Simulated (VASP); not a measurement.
Write the native input for VASP 6.6.1 that does the following.

```yaml
Task: single point
Functional: PBE
Potentials_or_basis: VASP PAW PBE potentials, release 64 (B, N)
Cutoff: 520 eV
k_mesh: 10 × 10 × 2
Occupations: gaussian, width 0.05 eV
Spin: no spin polarisation
Dipole_correction: no
Further_INCAR_settings: ALGO = Normal; EDIFF = 1e-07; NBANDS = 36
```

The structure of BN lies in POSCAR:

```
BN
1.0
    1.8123485118     -1.8123485118      0.0000000000
    1.8123485118      0.0000000000     -1.8123485118
    7.8267443166      7.8267443166      7.8267443166
B N
6 6
Direct
    1.0000000000      0.0000000000      0.3666032833
    0.3333333333      0.3333333333      0.2122310063
    0.6666666667      0.6666666667      0.5209755602
    1.0000000000      1.0000000000      0.8297201141
    0.3333333333      0.3333333333      0.6753478372
    0.6666666667      0.6666666667      0.0578587294
    0.6666666667      0.6666666667      0.4051963525
    0.0000000000      0.0000000000      0.2508240756
    0.3333333333      0.3333333333      0.5595686295
    0.6666666667      0.6666666667      0.8683131834
    0.0000000000      0.0000000000      0.7139409064
    0.3333333333      0.3333333333      0.0964517986
```

This cell differs from its parent crystal: the distance across one plane changed.

One way to write it, as run:

INCAR

```
SYSTEM = BN
PREC     = Accurate       ! precision mode
ENCUT    = 520            ! plane-wave cutoff, eV
EDIFF    = 1E-7           ! SCF threshold, eV
ISMEAR   = 0              ! smearing method
SIGMA    = 0.05           ! smearing width, eV
LREAL    = .FALSE.        ! projectors in reciprocal space
LASPH    = .TRUE.         ! aspherical terms in the spheres
NELM     = 60             ! most SCF steps
ALGO     = Normal         ! electronic algorithm
ISIF     = 2              ! what is computed and relaxed
LWAVE    = .FALSE.        ! write WAVECAR
LCHARG   = .TRUE.         ! write CHGCAR
GGA      = PE             ! functional
LELF     = .TRUE.         ! ELF
LVHAR    = .TRUE.       
NBANDS   = 36             ! bands
```

KPOINTS

```
regular mesh
0
G
  10 10 2
  0 0 0
```

Potentials or basis: VASP PAW PBE potentials, release 64 (B, N).

Command:

```bash
$ cat potpaw_PBE.64/B/POTCAR potpaw_PBE.64/N/POTCAR > POTCAR
$ mpirun -np 1 vasp_std > vasp.out
```

Results of the run:

| Quantity | Value |
| --- | --- |
| Pressure | -6.1 GPa |
| Largest force | 3.092 eV/Å |
| Band gap on the k mesh | 1.18 eV (least direct gap 1.96 eV) |

Caveat: the cell differs from its parent crystal (the distance across one plane changed); the cell stands under tension; forces of over 1 eV/Å act on the atoms, so gaps and moduli don't describe the material at rest.

Wall time 67 s on 1 thread of Intel(R) Xeon(R) Platinum 8559C (Emerald Rapids), on a shared host, peak memory 0.21 GiB.
